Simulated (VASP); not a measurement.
# MgS in VASP: a series of runs, part 2 of 2

VASP 6.6.1. Earlier steps stand in the parts before.

**6. Single point, PBEsol (atoms displaced along a vibrational mode)**

Input file INCAR:

```
PREC     = Accurate       # precision mode
ENCUT    = 520            # plane-wave cutoff, eV
EDIFF    = 1E-6           # SCF threshold, eV
ISMEAR   = 0              # smearing method
SIGMA    = 0.05           # smearing width, eV
LREAL    = F              # projectors in reciprocal space
LASPH    = T              # aspherical terms in the spheres
NELM     = 100            # most SCF steps
ALGO     = Normal         # electronic algorithm
ISIF     = 2              # what is computed and relaxed
LWAVE    = F              # write WAVECAR
LCHARG   = F              # write CHGCAR
GGA      = PS             # functional
NBANDS   = 16             # bands
ISYM     = 0
```

Input file KPOINTS:

```
regular mesh
0
Gamma
  9 9 8
```

Input file POSCAR:

```
MgS
1.0
    0.0000000000     -2.8258952279     -2.8258952279
   -2.8258952279      0.0000000000     -2.8258952279
    2.8258952279      2.8258952279     -5.6517904558
Mg S
2 2
Direct
    0.0017363556      0.0017363556     -0.0052098293
    0.4982636444      0.4982636444      0.5052098293
    0.3757842905      0.3757842905      0.8726477249
    0.8742157095      0.8742157095      0.3773522751
```

Potentials or basis: VASP PAW PBE potentials, release 64 (Mg, S).

Command:

```console
cat potpaw_PBE.64/Mg/POTCAR potpaw_PBE.64/S/POTCAR > POTCAR
mpirun -np 1 vasp_std > vasp.out
```

OUTCAR:

```text
PREC = Accurate
   ENCUT = 520
   EDIFF = 1E-6
   ISMEAR = 0
   LREAL = F
   LASPH = T
   NELM = 100
   ISIF = 2
   GGA = PS
   ISYM = 0

 ion  position               nearest neighbor table
   1  0.002  0.002  0.995-   3 2.44   3 2.44   3 2.44   4 2.50
   2  0.498  0.498  0.505-   3 2.40   4 2.45   4 2.45   4 2.45
   3  0.376  0.376  0.873-   2 2.40   1 2.44   1 2.44   1 2.44
   4  0.874  0.874  0.377-   2 2.45   2 2.45   2 2.45   1 2.50

IMPORTANT INFORMATION: All symmetrisations will be switched off!
NOSYMM: (Re-)initialisation of all symmetry stuff for point group C_1.

----------------------------------------------------------------------------------------

                                     Primitive cell

  volume of cell :      90.2668

  direct lattice vectors                    reciprocal lattice vectors
     0.000000000 -2.825895228 -2.825895228     0.088467540 -0.265402621 -0.088467540
    -2.825895228  0.000000000 -2.825895228    -0.265402621  0.088467540 -0.088467540
     2.825895228  2.825895228 -5.651790456     0.088467540  0.088467540 -0.088467540

  length of vectors
     3.996419357  3.996419357  6.922001375     0.293413637  0.293413637  0.153230275

  position of ions in fractional coordinates (direct lattice)
     0.001736356  0.001736356  0.994790171
     0.498263644  0.498263644  0.505209829
     0.375784291  0.375784291  0.872647725
     0.874215709  0.874215709  0.377352275

  ion indices of the primitive-cell ions
   primitive index   ion index
                 1           1
                 2           2
                 3           3
                 4           4

----------------------------------------------------------------------------------------

 KPOINTS: regular mesh

Automatic generation of k-mesh.
[... 101 lines left out ...]
   EMIN   =  10.00;   EMAX   =-10.00  energy-range for DOS
   EFERMI =   0.00;   METHOD = LEGACY
   ISMEAR =     0;   SIGMA  =   0.05  broadening in eV -4-tet -1-fermi 0-gaus
   EFERMI_NEDOS =   21; number of points for ismear=-14 and -15
   IALGO  =     38    algorithm
   IMIX   =      4    mixing-type and parameters
     AMIX     =   0.40;   BMIX     =  1.00
     AMIX_MAG =   1.60;   BMIX_MAG =  1.00
  volume/ion in A,a.u.               =      22.57       152.29
  Fermi-wavevector in a.u.,A,eV,Ry     =   0.919614  1.737818 11.506303  0.845689
  Thomas-Fermi vector in A             =   2.044827
   LORBIT       =      0    0 simple, 1 ext, 2 COOP (PROOUT), +10 PAW based schemes
   GGA     = PS    functional components
   LHFCALC =     F    Hartree Fock is set to
   AEXX    =    0.0000 exact exchange contribution
   IVDW    =     0    specifies the selected vdW correction
   LEPSILON=     F    determine dielectric tensor
   LRPA    =     F    only Hartree local field effects (RPA)
 non-spin polarized calculation
 Gauss-broadening in eV      SIGMA  =   0.05
  energy-cutoff  :      520.00
  volume of cell :       90.27
 maximum number of plane-waves:      2454
 NGX is ok and might be reduce to    30
   NGX = 15   NGY = 15   NGZ = 25

 number of electron      16.0000001 magnetization

 Free energy of the ion-electron system (eV)
  ---------------------------------------------------
  ext. energy  EPLUGINS =         0.00000000
  ---------------------------------------------------
  free energy    TOTEN  =       -17.82021448 eV

  energy without entropy =      -17.82021448  energy(sigma->0) =      -17.82021448

 E-fermi :   1.3480     XC(G=0):  -8.5974

 val. band max:        1.0786744788   @ k =   0.0000   0.0000   0.0000
 cond. band min:       4.3489456009   @ k =   0.0000   0.0000   0.0000
 fundamental gap:      3.2702711220
 Fermi energy:         1.3480242255

 k-point     1 :       0.0000    0.0000    0.0000
  band No.  band energies     occupation
      1     -10.2763      2.00000
      2      -9.5294      2.00000
      3      -2.1712      2.00000
      4       0.6559      2.00000
      5       0.6559      2.00000
      6       1.0374      2.00000
[... 433 lines left out ...]
      3      -1.4360      2.00000
      4      -1.1800      2.00000
      5      -0.9427      2.00000
      6       0.2814      2.00000
[... 8 lines left out ...]
     15       9.9148      0.00000
     16      10.4690      0.00000

 [... further k-points ...]
[... 5 lines left out ...]
  --------------------------------------------------------------------------------------
  -------------------------------------------------------------------------------------
  Total       -0.0302231     -0.0302174     -0.0301516      0.0306604     -0.0305809     -0.0305733
  in kB       -0.5364404     -0.5363391     -0.5351716      0.5442026     -0.5427919     -0.5426555
  external PRESSURE =      -0.5359837 kB  Pullay stress =       0.0000000 kB

 VOLUME and BASIS-vectors are now :
 -----------------------------------------------------------------------------
  energy-cutoff  :      520.00
  volume of cell :       90.27
      direct lattice vectors                 reciprocal lattice vectors
     0.000000000 -2.825895228 -2.825895228     0.088467540 -0.265402621 -0.088467540
    -2.825895228  0.000000000 -2.825895228    -0.265402621  0.088467540 -0.088467540
     2.825895228  2.825895228 -5.651790456     0.088467540  0.088467540 -0.088467540

 POSITION                                       TOTAL-FORCE (eV/Angst)
 -----------------------------------------------------------------------------------
      2.80627      2.80627     -5.63216         0.185331      0.185331     -0.185353
      0.01963      0.01963     -5.67142        -0.217058     -0.217058      0.217078
      1.40408      1.40408     -7.05588         0.136265      0.136266     -0.136159
     -1.40408     -1.40408     -7.07360        -0.104538     -0.104539      0.104434
 -----------------------------------------------------------------------------------
    total drift:                                0.000078      0.000078     -0.000085

  FREE ENERGIE OF THE ION-ELECTRON SYSTEM (eV)
  ---------------------------------------------------
  free  energy   TOTEN  =       -17.8202144818 eV

  energy  without entropy=      -17.8202144818  energy(sigma->0) =      -17.82021448
```

Wall time 6.1 min (1 thread of Oxide Virtual Turin-like, shared host); peak memory 0.5 GiB.

Results:

```
Free energy            : -17.8202 eV
Pressure               : -0.1 GPa
Largest force          : 0.376 eV/Å
Band gap on the k mesh : 3.27 eV
```

Forces on the atoms (eV/Å):
```
Mg   0.185  0.185 -0.185
Mg  -0.217 -0.217  0.217
S    0.136  0.136 -0.136
S   -0.105 -0.105  0.104
```

Caveat: the cell differs from its parent crystal (atoms displaced along a vibrational mode); the PAW data sets were made with another functional, which shifts forces and pressure a little.

**7. Overview**

```csv
cell,gap on the mesh (eV),pressure (GPa),largest force (eV/Å)
"a = 4.046, b = 4.046, c = 7.009 Å, angles 73.2, 73.2, 60.0°, 4 atoms, atomic positions A",3.09,-2.1,0.34
"a = 4.096, b = 4.096, c = 7.095 Å, angles 73.2, 73.2, 60.0°, 4 atoms, atomic positions B",2.97,-3.8,-
"a = 4.096, b = 4.096, c = 7.095 Å, angles 73.2, 73.2, 60.0°, 4 atoms, atomic positions A",2.92,-3.8,0.31
"a = 4.046, b = 4.046, c = 7.009 Å, angles 73.2, 73.2, 60.0°, 4 atoms, atomic positions B",3.14,-2.1,-
"a = 3.996, b = 3.996, c = 6.922 Å, angles 73.2, 73.2, 60.0°, 4 atoms, atomic positions A",3.27,-0.1,0.38
```

Alike in all rows: task single point; level PBEsol; potentials or basis VASP PAW PBE potentials, release 64 (Mg, S); no spin polarisation; k mesh 9 × 9 × 8; cutoff (eV) 520; smearing gaussian 0.05 eV.

Caveats: the PAW data sets were made with another functional, which shifts forces and pressure a little; the cell stands under tension (at least some runs).

Absolute energies hang on the potentials; compare differences alone.
